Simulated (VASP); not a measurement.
# Si (a cell with a defect): relaxation of the atoms with PBEsol

Si (a cell with a defect):

```
Si
1.0
     0.00000    5.43000    5.43000
     5.43000    0.00000    5.43000
     5.43000    5.43000    0.00000
Si
17
Cartesian
  0.0000 0.0000 0.0000
  1.3575 1.3575 1.3575
  2.7150 2.7150 0.0000
  4.0725 4.0725 1.3575
  2.7150 0.0000 2.7150
  4.0725 1.3575 4.0725
  5.4300 2.7150 2.7150
  6.7875 4.0725 4.0725
  0.0000 2.7150 2.7150
  1.3575 4.0725 4.0725
  2.7150 5.4300 2.7150
  4.0725 6.7875 4.0725
  2.7150 2.7150 5.4300
  4.0725 4.0725 6.7875
  5.4300 5.4300 5.4300
  6.7875 6.7875 6.7875
  2.6698 8.1771 8.1675
```

| Item | Value |
| --- | --- |
| Program | VASP 6.6.1 |
| Task | relaxation of the atoms |
| Functional | PBEsol |
| Potentials or basis | VASP PAW PBE potentials, release 64 (Si) |
| Cutoff | 520 eV |
| k mesh | 2 × 2 × 2 |
| Occupations | gaussian, width 0.02 eV |
| Spin | no spin polarisation |
| Dipole correction | no |
| Further INCAR settings | LREAL = Auto; ALGO = Normal; EDIFF = 1e-07; IBRION = 2; EDIFFG = -0.03; NSW = 80 |

```yaml
Energy_gained_by_relaxing: 7.8 meV/atom
Ionic_steps: 7
Pressure_after_relaxing: 3.5 GPa
Largest_force_after_relaxing: 0.022 eV/Å
Band_gap_on_the_k_mesh: zero (bands 34 and 35 overlap by 0.25 eV)
```

Forces on the atoms (eV/Å):
```
Si   0.008 -0.005 -0.002
Si  -0.017 -0.002 -0.004
Si   0.002 -0.006  0.006
Si   0.001  0.015 -0.006
Si   0.001  0.006 -0.007
Si   0.003 -0.005  0.014
Si  -0.006 -0.002 -0.005
Si  -0.002  0.004  0.005
Si   0.007  0.008  0.009
Si  -0.002 -0.001 -0.002
Si  -0.010 -0.008  0.011
Si  -0.001  0.004 -0.008
Si  -0.012  0.013 -0.008
Si   0.000 -0.007  0.004
Si   0.002 -0.002 -0.002
Si   0.006 -0.001  0.001
Si   0.018 -0.011 -0.006
```

The path:
```csv
step,energy change (eV),largest force (eV/Å),pressure (GPa)
1,0.0000,1.2688,4.00
2,-0.1273,0.1842,3.52
3,-0.1276,0.2374,3.50
4,-0.1315,0.0814,3.49
5,-0.1315,0.0854,3.49
6,-0.1324,0.0459,3.50
7,-0.1325,0.0224,3.51
```

Final structure:
```cif
data_structure
_symmetry_space_group_name_H-M 'P 1'
_symmetry_Int_Tables_number 1
_cell_length_a 7.6792
_cell_length_b 7.6792
_cell_length_c 7.6792
_cell_angle_alpha 60.000
_cell_angle_beta 60.000
_cell_angle_gamma 60.000
_cell_volume 320.21
loop_
_atom_site_label
_atom_site_type_symbol
_atom_site_fract_x
_atom_site_fract_y
_atom_site_fract_z
_atom_site_occupancy
Si1 Si 0.00227 0.99874 0.99919 1
Si2 Si 0.12289 0.12303 0.12301 1
Si3 Si 0.99709 0.99696 0.50294 1
Si4 Si 0.12310 0.12322 0.63051 1
Si5 Si 0.99711 0.50289 0.99699 1
Si6 Si 0.12325 0.63009 0.12334 1
Si7 Si 0.99712 0.50290 0.50295 1
Si8 Si 0.12621 0.62455 0.62459 1
Si9 Si 0.50327 0.99689 0.99690 1
Si10 Si 0.63348 0.12221 0.12217 1
Si11 Si 0.50328 0.99690 0.50289 1
Si12 Si 0.62465 0.12648 0.62441 1
Si13 Si 0.50327 0.50286 0.99692 1
Si14 Si 0.62467 0.62439 0.12645 1
Si15 Si 0.49992 0.50005 0.50003 1
Si16 Si 0.62470 0.62443 0.62447 1
Si17 Si 0.25291 0.24836 0.24896 1
```

Levels at points of the mesh, in eV from the Fermi level:
```csv
k point,band 32,band 33,band 34,band 35,band 36,band 37
"(0.00, 0.00, 0.00)",-0.78,-0.77,-0.25,-0.25,-0.23,0.04
"(0.50, 0.00, 0.00)",-1.37,-1.37,-0.34,0.51,0.52,0.86
"(0.00, 0.50, 0.00)",-1.37,-1.37,-0.34,0.50,0.52,0.86
"(0.00, 0.00, 0.50)",-1.37,-1.37,-0.34,0.50,0.52,0.86
"(0.50, 0.50, 0.50)",-1.37,-1.37,-0.34,0.50,0.52,0.86
"(0.50, 0.50, 0.00)",-1.83,-0.97,0.01,0.71,1.03,1.04
"(0.00, 0.50, 0.50)",-1.83,-0.97,0.01,0.71,1.03,1.04
"(0.50, 0.00, 0.50)",-1.83,-0.97,0.01,0.71,1.03,1.04
```

Run time: 13 min on 1 thread of Oxide Virtual Turin-like Processor (shared host), peak memory 0.49 GiB.

Caveat: the k points lie up to 0.50 Å⁻¹ apart; the PAW data sets were made with another functional, which shifts forces and pressure a little.
